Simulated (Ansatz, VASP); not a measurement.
One calculation of SnTe, two programs

File POSCAR:

```
SnTe
1.0
    0.0000000000      3.2050000000      3.2050000000
    3.2050000000      0.0000000000      3.2050000000
    3.2050000000      3.2050000000      0.0000000000
Sn Te
1 1
Direct
    0.0054042147      0.0054042147      0.0054042147
    0.5000000000      0.5000000000      0.5000000000
```

Contents of INCAR.step1:

```
PREC = Accurate ; ENCUT = 520
EDIFF = 1E-5 ; ISMEAR = -1
SIGMA = 0.05 ; LREAL = False
LASPH = True ; NELM = 60
ALGO = Normal ; ISIF = 2
LWAVE = True ; LCHARG = False
NBANDS = 17 ; GGA = PE
```

INCAR.step2

```
PREC = Accurate ; ENCUT = 520
EDIFF = 1E-6 ; ISMEAR = -1
SIGMA = 0.05 ; LREAL = False
LASPH = True ; NELM = 60
ALGO = Normal ; ISIF = 2
LWAVE = False ; LCHARG = False
GGA = PE ; LHFCALC = True
HFSCREEN = 0.2079 ; PRECFOCK = Normal
NBANDS = 17 ; ISTART = 1
```

The input KPOINTS:

```
Automatic mesh
0
Gamma
  4 4 4
```

Input for Ansatz:

```yaml
crystal:
  lattice:
    - [0.0, 3.205, 3.205]
    - [3.205, 0.0, 3.205]
    - [3.205, 3.205, 0.0]
  atoms:
    - { symbol: Sn, position: [0.0054042147, 0.0054042147, 0.0054042147] }
    - { symbol: Te, position: [0.5, 0.5, 0.5] }
kpoints:
  mp_grid: { grid: [4, 4, 4] }
hamiltonian:
  xc: hse06
  pseudopotentials:
    kind: all_electron
    relativity: scalar
    datasets: crystal
    dataset_attempts: all
    nuclear_model: point
scf:
  occupations: { method: fermi_dirac, width: 0.05 }
  convergence: { dr2_threshold: "1e-9 eV" }
  max_iter: 400
  lower_state_search: "off"
output:
  forces: true
  stress: true
```

Alike in both runs: task single point; functional HSE06; k mesh 4 × 4 × 4; occupations fermi-dirac, width 0.05 eV; no spin polarisation.

|  | VASP | Ansatz |
| --- | --- | --- |
| version | VASP 6.6.1 | Ansatz 0.2.0 development build |
| potentials or method | VASP PAW PBE potentials, release 64 (Sn_d, Te), cutoff 520 eV | plane waves, all-electron PAW datasets generated for the crystal |

Ansatz gave:

- gap on the k mesh at the Fermi level (eV): 0.32
- rms of the force components (eV/Å): 0.071

Q: Estimate VASP's values.

A: gap on the k mesh at the Fermi level (eV): 0.27; rms of the force components (eV/Å): 0.074.

Atom by atom the forces differ by 0.003 eV/Å (rms over components). Ansatz ran all-electron here, and VASP with PAW potentials.

The k mesh is coarse, so the values compare programs but aren't converged. Spin-orbit coupling is off throughout.
